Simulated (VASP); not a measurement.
# AlRu4 (I4/m) in VASP: a series of runs

AlRu4 is run at these levels: PBE; tasks: single point, relaxation of cell and atoms.

Program: VASP 6.6.1. These are calculated values, not measurements. Logs are shortened: lines on timing, memory, paths and dates and some standing lists are left out, and cuts for length are marked.

## 1. The cell of the first run

The structure is tetragonal, space group I4/m (No. 87). Conventional cell: a = 6.069 Å, b = 6.069 Å, c = 3.786 Å, α = 90.00°, β = 90.00°, γ = 90.00°. Al (site symmetry 4/m) has 12 Ru at 2.70 to 2.72 Å within 3.6 Å. Ru (site symmetry m) has 9 Ru at 2.65 to 2.76 Å and 3 Al at 2.70 to 2.72 Å within 3.5 Å.

## 2. Single point, PBE

INCAR reads:

```
PREC = Accurate
ENCUT = 520
EDIFF = 1E-6
ISMEAR = 0
SIGMA = 0.2
LREAL = F
LASPH = T
NELM = 60
ALGO = Fast
ISIF = 2
LWAVE = F
LCHARG = F
GGA = PE
NBANDS = 38
```

KPOINTS reads:

```
regular mesh
0
Gamma
  5 5 5
```

POSCAR reads:

```
AlRu4
1.0
   -3.0347376418      3.0347376418      1.8928894331
    3.0347376418     -3.0347376418      1.8928894331
    3.0347376418      3.0347376418     -1.8928894331
Al Ru
1 4
Direct
    0.0000000000      0.0000000000      0.0000000000
    0.6005567163      0.1940139423      0.7945706586
    0.3994432837      0.8059860577      0.2054293414
    0.8059860577      0.6005567163      0.4065427740
    0.1940139423      0.3994432837      0.5934572260
```

Potentials or basis: VASP PAW PBE potentials, release 64 (Al, Ru_pv).

The run is started by

```console
$ cat potpaw_PBE.64/Al/POTCAR potpaw_PBE.64/Ru_pv/POTCAR > POTCAR
$ mpirun -np 1 vasp_std > vasp.out
```

OUTCAR:

```text
PREC = Accurate
   ENCUT = 520
   EDIFF = 1E-6
   ISMEAR = 0
   LREAL = F
   LASPH = T
   NELM = 60
   ISIF = 2
   GGA = PE

 ion  position               nearest neighbor table
   1  0.000  0.000  0.000-   5 2.70   4 2.70   3 2.70   2 2.70   2 2.72   3 2.72   2 2.72   3 2.72
                             4 2.72   5 2.72   4 2.72   5 2.72
   2  0.601  0.194  0.795-   3 2.65   4 2.66   4 2.66   5 2.66   5 2.66   1 2.70   3 2.71   3 2.71
                             1 2.72   1 2.72   5 2.76   4 2.76
   3  0.399  0.806  0.205-   2 2.65   5 2.66   5 2.66   4 2.66   4 2.66   1 2.70   2 2.71   2 2.71
                             1 2.72   1 2.72   4 2.76   5 2.76
   4  0.806  0.601  0.407-   5 2.65   2 2.66   2 2.66   3 2.66   3 2.66   1 2.70   5 2.71   5 2.71
                             1 2.72   1 2.72   3 2.76   2 2.76
   5  0.194  0.399  0.593-   4 2.65   3 2.66   3 2.66   2 2.66   2 2.66   1 2.70   4 2.71   4 2.71
                             1 2.72   1 2.72   2 2.76   3 2.76

  LATTYP: Found a body centered tetragonal cell.
 ALAT       =     6.0694752836
 C/A-ratio  =     0.6237407172

  Lattice vectors:

 A1 = (  -3.0347376418,   3.0347376418,   1.8928894331)
 A2 = (   3.0347376418,  -3.0347376418,   1.8928894331)
 A3 = (   3.0347376418,   3.0347376418,  -1.8928894331)

Analysis of symmetry for initial positions (statically):
=====================================================================
 Subroutine PRICEL returns:
 Original cell was already a primitive cell.

 Routine SETGRP: Setting up the symmetry group for a
 body centered tetragonal supercell.

 Subroutine GETGRP returns: Found  8 space group operations
 (whereof  8 operations were pure point group operations)
 out of a pool of 16 trial point group operations.

The static configuration has the point symmetry C_4h.

Analysis of symmetry for dynamics (positions and initial velocities):
=====================================================================
 Subroutine PRICEL returns:
 Original cell was already a primitive cell.

 Routine SETGRP: Setting up the symmetry group for a
 body centered tetragonal supercell.

 Subroutine GETGRP returns: Found  8 space group operations
 (whereof  8 operations were pure point group operations)
 out of a pool of 16 trial point group operations.

The dynamic configuration has the point symmetry C_4h.

 Subroutine INISYM returns: Found  8 space group operations
 (whereof  8 operations are pure point group operations),
 and found     1 'primitive' translations
[... 97 lines left out ...]
   EDIFF  = 0.1E-05   stopping-criterion for ELM
   LREAL  =      F    real-space projection
   EDIFFG = 0.1E-04   stopping-criterion for IOM
   NSW    =      0    number of steps for IOM
   IBRION =     -1    ionic relax: 0-MD 1-quasi-New 2-CG
   NFREE  =      0    steps in history (QN), initial steepest desc. (CG)
   ISIF   =      2    stress and relaxation
   ISYM   =      2    0-nonsym 1-usesym 2-fastsym
   POTIM  = 0.5000    time-step for ionic-motion
   TEBEG  =    0.0;   TEEND  =   0.0 temperature during run
   PSTRESS=    0.0 pullay stress
   NELECT =      59.0000    total number of electrons
   NUPDOWN=      -1.0000    fix difference up-down
   EMIN   =  10.00;   EMAX   =-10.00  energy-range for DOS
   EFERMI =   0.00;   METHOD = LEGACY
   ISMEAR =     0;   SIGMA  =   0.20  broadening in eV -4-tet -1-fermi 0-gaus
   EFERMI_NEDOS =   21; number of points for ismear=-14 and -15
   IALGO  =     68    algorithm
   IMIX   =      4    mixing-type and parameters
     AMIX     =   0.40;   BMIX     =  1.00
     AMIX_MAG =   1.60;   BMIX_MAG =  1.00
  volume/ion in A,a.u.               =      13.95        94.11
  Fermi-wavevector in a.u.,A,eV,Ry     =   1.548399  2.926051 32.620521  2.397541
  Thomas-Fermi vector in A             =   2.653355
   LORBIT       =      0    0 simple, 1 ext, 2 COOP (PROOUT), +10 PAW based schemes
   GGA     = PE    functional components
   LHFCALC =     F    Hartree Fock is set to
   AEXX    =    0.0000 exact exchange contribution
   IVDW    =     0    specifies the selected vdW correction
   LEPSILON=     F    determine dielectric tensor
   LRPA    =     F    only Hartree local field effects (RPA)
 non-spin polarized calculation
 RMM-DIIS sequential band-by-band and
 Gauss-broadening in eV      SIGMA  =   0.20
  energy-cutoff  :      520.00
  volume of cell :       69.73
 maximum number of plane-waves:      1887
   NGX = 17   NGY = 17   NGZ = 17

 number of electron      58.9999998 magnetization

 Free energy of the ion-electron system (eV)
  ---------------------------------------------------
  ext. energy  EPLUGINS =         0.00000000
  ---------------------------------------------------
  free energy    TOTEN  =       -41.15655285 eV

  energy without entropy =      -41.02744058  energy(sigma->0) =      -41.09199672

 E-fermi :  11.6199     XC(G=0): -13.3073

 val. band max:       11.6146966232   @ k =  -0.2000  -0.4000  -0.0000
 cond. band min:      11.6254740745   @ k =  -0.4000   0.2000  -0.0000
 fundamental gap:      0.0107774513
 Fermi energy:        11.6199479055

 k-point     1 :       0.0000    0.0000    0.0000
  band No.  band energies     occupation
      1     -31.4340      2.00000
      2     -31.3666      2.00000
      3     -31.2407      2.00000
      4     -31.1815      2.00000
      5     -31.1815      2.00000
      6     -31.1560      2.00000
[... 850 lines left out ...]
     37      13.3749      0.00000
     38      21.6661      0.00000

------------------------ aborting loop because EDIFF is reached ----------------------------------------

  FORCE on cell =-STRESS in cart. coord.  units (eV):
  Direction    XX          YY          ZZ          XY          YZ          ZX
  --------------------------------------------------------------------------------------
  -------------------------------------------------------------------------------------
  Total       -0.1318364     -0.1318364      0.1455628     -0.0000001     -0.0000000     -0.0000000
  in kB       -3.0291340     -3.0291340      3.3445172     -0.0000026     -0.0000000     -0.0000000
  external PRESSURE =      -0.9045836 kB  Pullay stress =       0.0000000 kB

 VOLUME and BASIS-vectors are now :
 -----------------------------------------------------------------------------
  energy-cutoff  :      520.00
  volume of cell :       69.73
      direct lattice vectors                 reciprocal lattice vectors
    -3.034737642  3.034737642  1.892889433     0.000000000  0.164758888  0.264146437
     3.034737642 -3.034737642  1.892889433     0.164758888  0.000000000  0.264146437
     3.034737642  3.034737642 -1.892889433     0.164758888  0.164758888  0.000000000

 POSITION                                       TOTAL-FORCE (eV/Angst)
 -----------------------------------------------------------------------------------
      0.00000      0.00000      0.00000        -0.000000      0.000000     -0.000000
      1.17756      3.64506      0.00000         0.024723      0.008309      0.000000
      1.85717     -0.61033      1.89289        -0.024723     -0.008309     -0.000000
      0.61033      1.85717      1.89289         0.008309     -0.024723     -0.000000
      2.42441      1.17756      0.00000        -0.008309      0.024723     -0.000000
 -----------------------------------------------------------------------------------
    total drift:                               -0.000000     -0.000000      0.000000

  FREE ENERGIE OF THE ION-ELECTRON SYSTEM (eV)
  ---------------------------------------------------
  free  energy   TOTEN  =       -41.1565528508 eV

  energy  without entropy=      -41.0274405814  energy(sigma->0) =      -41.09199672
```

Wall time 26 s (1 thread of Intel Xeon 6975P-C (Granite Rapids), shared host); peak memory 0.21 GiB.

Results:

```yaml
Free_energy: -41.1566 eV
Pressure: -0.1 GPa
Largest_force: 0.026 eV/Å
```

Forces on the atoms (eV/Å):
```
Al   0.000  0.000  0.000
Ru   0.025  0.008  0.000
Ru  -0.025 -0.008  0.000
Ru   0.008 -0.025  0.000
Ru  -0.008  0.025  0.000
```

Caveat: the k points lie up to 0.39 Å⁻¹ apart.

## 3. Relaxation of cell and atoms, PBE

This run uses another cell than the first one, of 13.20 Å³/atom, 0.947 times its volume.

INCAR reads:

```
SYSTEM = AlRu4
PREC = Accurate
ENCUT = 600
EDIFF = 1E-6
ISMEAR = 0
SIGMA = 0.2
LREAL = .False.
LASPH = .True.
NELM = 100
ALGO = Normal
ISIF = 3
LWAVE = .False.
LCHARG = .False.
GGA = PE
IBRION = 2
NSW = 36
EDIFFG = -0.08
```

KPOINTS reads:

```
Automatic mesh
0
Gamma
  5 5 5
  0 0 0
```

POSCAR reads:

```
AlRu4
1.0
   -2.9660000000      2.9660000000      1.8760000000
    2.9660000000     -2.9660000000      1.8760000000
    2.9660000000      2.9660000000     -1.8760000000
Al Ru
1 4
Direct
    0.0000000000      0.0000000000      0.0000000000
    0.6000000000      0.2000000000      0.8000000000
    0.4000000000      0.8000000000      0.2000000000
    0.8000000000      0.6000000000      0.4000000000
    0.2000000000      0.4000000000      0.6000000000
```

Potentials or basis: VASP PAW PBE potentials, release 64 (Al, Ru_pv).

The run is started by

```console
$ cat potpaw_PBE.64/Al/POTCAR potpaw_PBE.64/Ru_pv/POTCAR > POTCAR
$ mpirun -np 1 vasp_std > vasp.out
```

Run time: 2.1 min. Hardware: 1 thread of Intel Xeon 6975P-C (Granite Rapids), shared host; peak memory 0.25 GiB.

It converged, with:

```yaml
Free_energy: -41.1525 eV
Relaxed_volume: 13.92 Å³/atom
Relaxed_cell: a = 4.688 Å, b = 4.688 Å, c = 4.688 Å, α = 99.37°, β = 99.37°, γ = 132.41°
Space_group_after_relaxing_to_0.05_Å: I4/m (No. 87)
Energy_gained_by_relaxing: 37.6 meV/atom
Ionic_steps: 6
Pressure_after_relaxing: 0.2 GPa
Largest_force_after_relaxing: 0.068 eV/Å
```

Forces in eV/Å, atoms in the order of the input:
```
Al   0.000  0.000  0.000
Ru  -0.032  0.059  0.000
Ru   0.032 -0.059  0.000
Ru   0.059  0.032  0.000
Ru  -0.059 -0.032  0.000
```

Stress tensor (GPa, compression positive):
```
0.01 0.00 0.00
0.00 0.01 0.00
0.00 0.00 0.62
```

Step by step:
```
step  energy change (eV)  largest force (eV/Å)  pressure (GPa)  volume (Å³)
   1              0.0000                0.3451           15.12        66.01
   2              0.5654                0.3760          -23.47        78.65
   3             -0.1678                0.3293           -0.96        69.81
   4             -0.1682                0.3290           -0.40        69.66
   5             -0.1843                0.1713           -0.11        69.63
   6             -0.1882                0.0675            0.21        69.61
```

Final structure:
```xyz
5
Lattice="-3.0332 3.0332 1.8915 3.0332 -3.0332 1.8915 3.0332 3.0332 -1.8915" Properties=species:S:1:pos:R:3 pbc="T T T"
Al    0.0000    0.0000    0.0000
Ru    1.1835    3.6359    0.0000
Ru    1.8497   -0.6027    1.8915
Ru    0.6027    1.8497    1.8915
Ru    2.4306    1.1835    0.0000
```

Levels at points of the mesh, in eV from the Fermi level:
```csv
k point,band 27,band 28,band 29,band 30,band 31,band 32
"(0.00, 0.00, 0.00)",-0.96,-0.19,-0.19,-0.19,0.04,1.37
```

Caveat: the k points lie up to 0.39 Å⁻¹ apart in the final cell; the relaxation stopped at a loose force limit of 0.08 eV/Å, so its end isn't a converged minimum.

(Continued in part 2 of 2.)
